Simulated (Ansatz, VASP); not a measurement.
# Two plane-wave programs on HfC

```xyz
2
Lattice="0.0000 2.2936 2.2936 2.2936 0.0000 2.2936 2.2936 2.2936 0.0000" Properties=species:S:1:pos:R:3 pbc="T T T"
Hf    2.2936    2.2936    2.2936
C     0.0000    0.0000    0.0000
```

Change from the starting cell: volume scaled by 0.96, PAW files.

Alike in both runs: task electric field gradients; functional PBEsol; k mesh 15 × 15 × 15; occupations fermi-dirac, width 0.05 eV; no spin polarisation.

|  | VASP | Ansatz |
| --- | --- | --- |
| version | VASP 6.6.1 | Ansatz 0.2.0 |
| potentials or method | VASP PAW PBE potentials, release 64 (Hf_pv, C) | PAW with Ansatz's default frozen-core files, scalar-relativistic |
| plane-wave cutoff (eV) | 520 | 420 |
| valence electrons in the cell | 14 | 30 |

```tsv
	VASP	Ansatz	Ansatz less VASP
pressure (GPa)	3.0	3.3	+0.25
```

VASP's potentials were made for PBE, not for PBEsol. VASP's potentials hold 14 valence electrons a cell and Ansatz's 30, so a difference there can come from the potentials and not from the codes.

Spin-orbit coupling is off throughout.
